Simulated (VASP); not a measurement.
Write the native input for VASP 6.6.1 that does the following.

* Task: single point
* Functional: r2SCAN
* Potentials or basis: VASP PAW PBE potentials, release 64 (Ca_sv)
* Cutoff: 520 eV
* k mesh: 14 × 14 × 14
* Occupations: gaussian, width 0.1 eV
* Spin: no spin polarisation
* Dipole correction: no
* Further INCAR settings: ALGO = Normal; EDIFF = 1e-07; NBANDS = 11

The system is Ca.

```xyz
1
Lattice="0.0000 2.7844 2.7844 2.7844 0.0000 2.7844 2.7844 2.7844 0.0000" Properties=species:S:1:pos:R:3 pbc="T T T"
Ca    0.0000    0.0000    0.0000
```

The input as run:

POSCAR

```
Ca
1.0
    0.0000000000      2.7844090271      2.7844090271
    2.7844090271      0.0000000000      2.7844090271
    2.7844090271      2.7844090271      0.0000000000
Ca
1
Direct
    0.0000000000      0.0000000000      0.0000000000
```

INCAR.step1

```
PREC = Accurate ; ENCUT = 520
ISMEAR = 0 ; SIGMA = 0.1
LREAL = False ; LASPH = True
NELM = 100 ; NBANDS = 11
GGA = PE ; ALGO = Normal
EDIFF = 1E-4 ; LWAVE = True
LCHARG = False
```

INCAR.step2

```
PREC = Accurate ; ENCUT = 520
EDIFF = 1E-7 ; ISMEAR = 0
SIGMA = 0.1 ; LREAL = False
LASPH = True ; NELM = 100
ALGO = Normal ; ISIF = 2
LWAVE = False ; LCHARG = True
METAGGA = R2SCAN ; LMIXTAU = True
LELF = True ; LVHAR = True
NBANDS = 11 ; ISTART = 1
```

KPOINTS

```
regular mesh
0
Gamma
  14 14 14
```

Potentials or basis: VASP PAW PBE potentials, release 64 (Ca_sv).

Launch:

```console
$ cat potpaw_PBE.64/Ca_sv/POTCAR > POTCAR
$ cp INCAR.step1 INCAR
$ mpirun -np 1 vasp_std > vasp.out
$ cp INCAR.step2 INCAR
$ mpirun -np 1 vasp_std > vasp.out
```

It gave:

```json
{
 "Pressure": "0.0 GPa",
 "Band gap on the k mesh": "zero (band 5 reaches 2.13 eV, above the bottom of band 6 at 1.61 eV)"
}
```

Caveat: the PAW data sets were made with another functional, which shifts forces and pressure a little.

Run time: 100 s on 1 thread of Intel(R) Xeon(R) 6975P-C (Granite Rapids), on a shared host, peak memory 0.2 GiB.
